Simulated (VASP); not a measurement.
# WC (Fm-3m) in VASP: settings compared

Aim: see how the results for WC move with the level of theory and the settings. Levels: PBEsol+D3(BJ), BLYP+D3(BJ), PBEsol. Tasks: relaxation of cell and atoms.

Program: VASP 6.6.1. These are calculated values, not measurements. Logs are shortened: lines on timing, memory, paths and dates and some standing lists are left out, and cuts for length are marked.

## 1. The cell of the first run

It takes space group Fm-3m (No. 225, cubic). Conventional cell: a = 4.385 Å, b = 4.385 Å, c = 4.385 Å, α = 90.00°, β = 90.00°, γ = 90.00°. W (site symmetry m-3m) has 6 C at 2.19 Å within 2.9 Å. C (site symmetry m-3m) has 6 W at 2.19 Å within 2.9 Å.

## 2. Relaxation of cell and atoms, PBEsol+D3(BJ)

INCAR reads:

```
ALGO = Normal
EDIFF = 1E-6
EDIFFG = -0.1
ENCUT = 600
GGA = PS
IBRION = 2
ISIF = 3
ISMEAR = 1
IVDW = 12
LASPH = T
LCHARG = F
LREAL = F
LWAVE = F
NELM = 100
NSW = 80
PREC = Accurate
SIGMA = 0.2
```

KPOINTS reads:

```
k-points
0
Gamma
  11 11 11
```

POSCAR reads:

```
WC
1.0
    0.0000000000      2.1926840000      2.1926840000
    2.1926840000      0.0000000000      2.1926840000
    2.1926840000      2.1926840000      0.0000000000
W C
1 1
Direct
    0.0000000000      0.0000000000      0.0000000000
    0.5000000000      0.5000000000      0.5000000000
```

Potentials or basis: VASP PAW PBE potentials, release 64 (W_sv, C).

On the command line:

```console
cat potpaw_PBE.64/W_sv/POTCAR potpaw_PBE.64/C/POTCAR > POTCAR
mpirun -np 1 vasp_std > vasp.out
```

OUTCAR:

```text
EDIFF = 1E-6
   EDIFFG = -0.1
   ENCUT = 600
   GGA = PS
   IBRION = 2
   ISIF = 3
   ISMEAR = 1
   IVDW = 12
   LASPH = T
   LREAL = F
   NELM = 100
   NSW = 80
   PREC = Accurate
 IVDW          = 12

 ion  position               nearest neighbor table
   1  0.000  0.000  0.000-   2 2.19   2 2.19   2 2.19   2 2.19   2 2.19   2 2.19
   2  0.500  0.500  0.500-   1 2.19   1 2.19   1 2.19   1 2.19   1 2.19   1 2.19

  LATTYP: Found a face centered cubic cell.
 ALAT       =     4.3853680000

  Lattice vectors:

 A1 = (   0.0000000000,   2.1926840000,   2.1926840000)
 A2 = (   2.1926840000,   0.0000000000,   2.1926840000)
 A3 = (   2.1926840000,   2.1926840000,   0.0000000000)

Analysis of symmetry for initial positions (statically):
=====================================================================
 Subroutine PRICEL returns:
 Original cell was already a primitive cell.

 Routine SETGRP: Setting up the symmetry group for a
 face centered cubic supercell.

 Subroutine GETGRP returns: Found 48 space group operations
 (whereof 48 operations were pure point group operations)
 out of a pool of 48 trial point group operations.

The static configuration has the point symmetry O_h .

Analysis of symmetry for dynamics (positions and initial velocities):
=====================================================================
 Subroutine PRICEL returns:
 Original cell was already a primitive cell.

 Routine SETGRP: Setting up the symmetry group for a
 face centered cubic supercell.

 Subroutine GETGRP returns: Found 48 space group operations
 (whereof 48 operations were pure point group operations)
 out of a pool of 48 trial point group operations.

The dynamic configuration has the point symmetry O_h .

 Subroutine INISYM returns: Found 48 space group operations
 (whereof 48 operations are pure point group operations),
 and found     1 'primitive' translations

----------------------------------------------------------------------------------------

                                     Primitive cell

  volume of cell :      21.0842

  direct lattice vectors                    reciprocal lattice vectors
     0.000000000  2.192684000  2.192684000    -0.228031034  0.228031034  0.228031034
     2.192684000  0.000000000  2.192684000     0.228031034 -0.228031034  0.228031034
     2.192684000  2.192684000  0.000000000     0.228031034  0.228031034 -0.228031034

  length of vectors
     3.100923451  3.100923451  3.100923451     0.394961337  0.394961337  0.394961337

  position of ions in fractional coordinates (direct lattice)
     0.000000000  0.000000000  0.000000000
     0.500000000  0.500000000  0.500000000

  ion indices of the primitive-cell ions
   primitive index   ion index
                 1           1
                 2           2

----------------------------------------------------------------------------------------

 KPOINTS: k-points

[... 70 lines left out ...]
   NSW    =     80    number of steps for IOM
   IBRION =      2    ionic relax: 0-MD 1-quasi-New 2-CG
   NFREE  =      1    steps in history (QN), initial steepest desc. (CG)
   ISIF   =      3    stress and relaxation
   ISYM   =      2    0-nonsym 1-usesym 2-fastsym
   POTIM  = 0.5000    time-step for ionic-motion
   TEBEG  =    0.0;   TEEND  =   0.0 temperature during run
   PSTRESS=    0.0 pullay stress
   NELECT =      18.0000    total number of electrons
   NUPDOWN=      -1.0000    fix difference up-down
   EMIN   =  10.00;   EMAX   =-10.00  energy-range for DOS
   EFERMI =   0.00;   METHOD = LEGACY
   ISMEAR =     1;   SIGMA  =   0.20  broadening in eV -4-tet -1-fermi 0-gaus
   EFERMI_NEDOS =   21; number of points for ismear=-14 and -15
   IALGO  =     38    algorithm
   IMIX   =      4    mixing-type and parameters
     AMIX     =   0.40;   BMIX     =  1.00
     AMIX_MAG =   1.60;   BMIX_MAG =  1.00
  volume/ion in A,a.u.               =      10.54        71.14
  Fermi-wavevector in a.u.,A,eV,Ry     =   1.553029  2.934800 32.815887  2.411900
  Thomas-Fermi vector in A             =   2.657319
   LORBIT       =      0    0 simple, 1 ext, 2 COOP (PROOUT), +10 PAW based schemes
   GGA     = PS    functional components
   LHFCALC =     F    Hartree Fock is set to
   AEXX    =    0.0000 exact exchange contribution
   IVDW    =    12    specifies the selected vdW correction
   LEPSILON=     F    determine dielectric tensor
   LRPA    =     F    only Hartree local field effects (RPA)
 conjugate gradient relaxation of ions
 non-spin polarized calculation
 Methfessel and Paxton  Order N= 1 SIGMA  =   0.20
  energy-cutoff  :      600.00
  volume of cell :       21.08
 maximum number of plane-waves:       725
 NGX is ok and might be reduce to    28
   NGX = 13   NGY = 13   NGZ = 13

--------------------------------------- Ionic step        1  -------------------------------------------

 number of electron      18.0000001 magnetization

 Free energy of the ion-electron system (eV)
  ---------------------------------------------------
  ext. energy  EPLUGINS =         0.00000000
  ---------------------------------------------------
  free energy    TOTEN  =       -22.97028917 eV

  energy without entropy =      -22.96539310  energy(sigma->0) =      -22.96865715

------------------------ aborting loop because EDIFF is reached ----------------------------------------

 Edisp (eV)   -0.88498

 E8    (eV) :    -0.6097
[... 71 lines left out ...]
--------------------------------------- Ionic step        3  -------------------------------------------

 number of electron      18.0000000 magnetization

 Free energy of the ion-electron system (eV)
  ---------------------------------------------------
  ext. energy  EPLUGINS =         0.00000000
  ---------------------------------------------------
  free energy    TOTEN  =       -22.97830911 eV

  energy without entropy =      -22.97378631  energy(sigma->0) =      -22.97680151

 E-fermi :  12.8816     XC(G=0): -14.0695

 val. band max:       12.8629140879   @ k =  -0.2727   0.4545   0.1818
 cond. band min:      12.8900068644   @ k =   0.2727   0.2727   0.0000
 fundamental gap:      0.0270927764
 Fermi energy:        12.8816271051

 k-point     1 :       0.0000    0.0000    0.0000
  band No.  band energies     occupation
      1     -62.4635      2.00000
      2     -26.4561      2.00000
      3     -26.4561      2.00000
      4     -26.4561      2.00000
      5      -3.2551      2.00000
      6       9.9648      2.00000
      7       9.9648      2.00000
      8       9.9648      2.00000
      9      11.7790      2.00000
     10      11.7790      2.00000
     11      11.7790      2.00000
     12      11.8714      2.00000
     13      11.8714      2.00000
[... 354 lines left out ...]
  band No.  band energies     occupation
      1     -62.4333      2.00000
      2     -26.8367      2.00000
      3     -26.6118      2.00000
      4     -26.4891      2.00000
      5      -0.9978      2.00000
      6       5.7590      2.00000
      7       6.9321      2.00000
      8       7.2880      2.00000
      9      11.3319      2.00000
     10      13.5046     -0.00010
     11      14.1552     -0.00000
     12      15.5909     -0.00000
     13      20.2144      0.00000

 [... further k-points ...]

------------------------ aborting loop because EDIFF is reached ----------------------------------------

 Edisp (eV)   -0.92208

 E8    (eV) :    -0.6352
[... 25 lines left out ...]
  FREE ENERGIE OF THE ION-ELECTRON SYSTEM (eV)
  ---------------------------------------------------
  free  energy   TOTEN  =       -23.9003937865 eV

  energy  without entropy=      -23.8958709943  energy(sigma->0) =      -23.89888619

 reached required accuracy - stopping structural energy minimisation
```

CONTCAR:

```text
WC
   1.00000000000000
    -0.0000000000000000    2.1630425990819213    2.1630425990819213
     2.1630425990819213    0.0000000000000000    2.1630425990819213
     2.1630425990819213    2.1630425990819213    0.0000000000000000
  W               C
     1     1
Direct
     0.0000000000000000    0.0000000000000000    0.0000000000000000
     0.5000000000000000    0.5000000000000000    0.5000000000000000

  0.00000000E+00  0.00000000E+00  0.00000000E+00
  0.00000000E+00  0.00000000E+00  0.00000000E+00
```

It took 58 s on 1 thread of Intel Xeon 8259CL, shared host; peak memory 0.19 GiB.

What came out:

| Property | Result |
| --- | --- |
| Free energy | -23.9004 eV |
| Relaxed volume | 10.12 Å³/atom |
| Relaxed cell | a = 3.059 Å, b = 3.059 Å, c = 3.059 Å, α = 60.00°, β = 60.00°, γ = 60.00° |
| Space group after relaxing (to 0.1 Å) | Fm-3m (No. 225) |
| Energy gained by relaxing | 22.6 meV/atom |
| Ionic steps | 3 |
| Pressure after relaxing | -0.7 GPa |
| Dispersion energy per atom | -0.461 eV |

Step by step:
```
step  energy change (eV)  largest force (eV/Å)  pressure (GPa)  volume (Å³)
   1              0.0000                0.0000          -15.84        21.08
   2              0.3055                0.0000           57.93        18.06
   3             -0.0451                0.0000           -0.70        20.24
```

Final structure:
```
W C
1.0
     0.00000    2.16304    2.16304
     2.16304    0.00000    2.16304
     2.16304    2.16304    0.00000
W C
1 1
Direct
  0.00000 0.00000 0.00000
  0.50000 0.50000 0.50000
```

Caveat: the highest band is partly filled, so the run has too few bands; the PAW data sets were made with another functional, which shifts forces and pressure a little; spin-orbit coupling is left out, which moves the levels of the heavy elements.

(Continued in part 2 of 2.)
